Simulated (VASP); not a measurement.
A run of VASP 6.6.1:

Contents of POSCAR:

```
Sn
1.0
   -1.7670316015      1.7675748288      2.1781780182
    1.7670316015     -1.7675748288      2.1781780182
    1.7670316015      1.7675748288     -2.1781780182
Sn
1
Direct
    0.0000000000      0.0000000000      0.0000000000
```

The input INCAR.step1:

```
SYSTEM = Sn
PREC = Accurate
ENCUT = 520
ISMEAR = 0
SIGMA = 0.1
LREAL = .FALSE.
LASPH = .TRUE.
NELM = 80
NBANDS = 13
GGA = PE
ALGO = Normal
EDIFF = 1E-4
LWAVE = .TRUE.
LCHARG = .FALSE.
```

INCAR.step2

```
SYSTEM = Sn
PREC = Accurate
ENCUT = 520
EDIFF = 1E-6
ISMEAR = 0
SIGMA = 0.1
LREAL = .FALSE.
LASPH = .TRUE.
NELM = 80
ALGO = Normal
ISIF = 2
LWAVE = .FALSE.
LCHARG = .TRUE.
METAGGA = R2SCAN
LMIXTAU = .TRUE.
LELF = .TRUE.
LVHAR = .TRUE.
NBANDS = 13
ISTART = 1
```

The input KPOINTS:

```
Automatic mesh
0
G
  16 16 16
  0 0 0
```

Potentials or basis: VASP PAW PBE potentials, release 64 (Sn_d).

Launch:

```console
$ cat potpaw_PBE.64/Sn_d/POTCAR > POTCAR
$ cp INCAR.step1 INCAR
$ mpirun -np 1 vasp_std > vasp.out
$ cp INCAR.step2 INCAR
$ mpirun -np 1 vasp_std > vasp.out
```

Hardware: 1 thread of AMD EPYC 9R45 96-Core Processor (Zen 5) (shared host).

Question: Estimate the wall time of this run.

Answer: It took 8.6 min on 1 thread of AMD EPYC 9R45 96-Core Processor (Zen 5), on a shared host, peak memory 0.3 GiB. Counts: k points 621.
